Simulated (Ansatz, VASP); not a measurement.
**Al2Cu: VASP beside Ansatz**

```
Al Cu
1.0
     4.10518    0.00000    0.00000
     0.00000    4.10518    0.00000
     0.00000    0.00000    2.89131
Al Cu
2 1
Cartesian
  2.0526 0.0000 1.4457
  0.0000 2.0526 1.4457
  0.0000 0.0000 0.0000
```

Alike in both runs: task single point; functional PBEsol; k mesh 12 × 12 × 16; occupations gaussian, width 0.1 eV; no spin polarisation.

|  | VASP | Ansatz |
| --- | --- | --- |
| version | VASP 6.6.1 | Ansatz 0.2.0 |
| potentials or method | VASP PAW PBE potentials, release 64 (Al, Cu), cutoff 520 eV | scalar-relativistic, plane waves, PAW |
| valence electrons in the cell | 17 | 25 |

```csv
,VASP,Ansatz,Ansatz less VASP
gap on the k mesh at the Fermi level (eV),none,none,-
pressure (GPa),-2.2,-2.4,-0.15
"traceless stress, the component that is largest in VASP (GPa)",-1.20,-1.20,+0.005
```

VASP's potentials were made for PBE, not for PBEsol. A gap of «none» marks a metal or a gap that the smearing closes. VASP's potentials hold 17 valence electrons a cell and Ansatz's 25, so a difference there can come from the potentials and not from the codes.
